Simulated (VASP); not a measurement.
Wanted: the native input for a VASP 6.6.1 run.

* Task: single point
* Functional: PBE
* Potentials or basis: VASP PAW PBE potentials, release 64 (Mg, S)
* Cutoff: 520 eV
* k mesh: 4 × 4 × 4
* Occupations: gaussian, width 0.01 eV
* Spin: no spin polarisation
* Dipole correction: no
* Further INCAR settings: ALGO = Normal; EDIFF = 1e-06; NBANDS = 11

The structure of MgS lies in POSCAR:

```
MgS
1.0
   -0.0983390638      2.8174640826      2.8174640826
    2.8174640826     -0.0983390638      2.8174640826
    2.8174640826      2.8174640826     -0.0983390638
Mg S
1 1
Direct
   -0.0031660414     -0.0031660414     -0.0031660414
    0.2531660414      0.2531660414      0.2531660414
```

This cell differs from its parent crystal: epitaxial 111 strain +3.0%.

These files were run (other wordings do the same):

INCAR

```
SYSTEM = MgS
PREC = Accurate
ENCUT = 520
EDIFF = 1E-6
ISMEAR = 0
SIGMA = 0.01
LREAL = .FALSE.
LASPH = .TRUE.
NELM = 80
ALGO = Normal
ISIF = 2
LWAVE = .FALSE.
LCHARG = .FALSE.
GGA = PE
NBANDS = 11
```

KPOINTS

```
Automatic mesh
0
G
  4 4 4
  0 0 0
```

Potentials or basis: VASP PAW PBE potentials, release 64 (Mg, S).

Launch:

```console
$ cat potpaw_PBE.64/Mg/POTCAR potpaw_PBE.64/S/POTCAR > POTCAR
$ mpirun -np 1 vasp_std > vasp.out
```

It gave:

```json
{
 "Pressure": "-1.1 GPa",
 "Largest force": "0.006 eV/Å",
 "Band gap on the k mesh": "3.06 eV, direct"
}
```

Caveat: the k points lie up to 0.47 Å⁻¹ apart; the cell differs from its parent crystal (epitaxial 111 strain +3.0%).

It took 4.6 s on 1 thread of Intel(R) Xeon(R) Platinum 8481C CPU @ 2.70GHz (Sapphire Rapids) (shared host), peak memory 0.16 GiB.
